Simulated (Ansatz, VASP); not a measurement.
## Two plane-wave programs on GaN

```
Ga N
1.0
     0.00000    2.20750    2.20750
     2.20750    0.00000    2.20750
     2.20750    2.20750    0.00000
Ga N
1 1
Direct
  0.00000 0.00000 0.00000
  0.25000 0.25000 0.25000
```

Alike in both runs: task single point; functional BLYP; dispersion D3(BJ); k mesh 10 × 10 × 10; occupations fermi-dirac, width 0.05 eV; no spin polarisation.

```csv
,VASP,Ansatz
version,VASP 6.6.1,Ansatz 0.2.0
potentials or method,"VASP PAW PBE potentials, release 64 (Ga_d, N)",Ansatz PAW
plane-wave cutoff (eV),520,420
valence electrons in the cell,18,18
```

```tsv
	VASP	Ansatz	Ansatz less VASP
gap on the k mesh at the Fermi level (eV)	2.22	2.24	+0.013
least direct gap on the mesh (eV)	2.22	2.24	+0.013
pressure (GPa)	17.4	15.5	-1.84
```

VASP's potentials were made for PBE, not for BLYP.
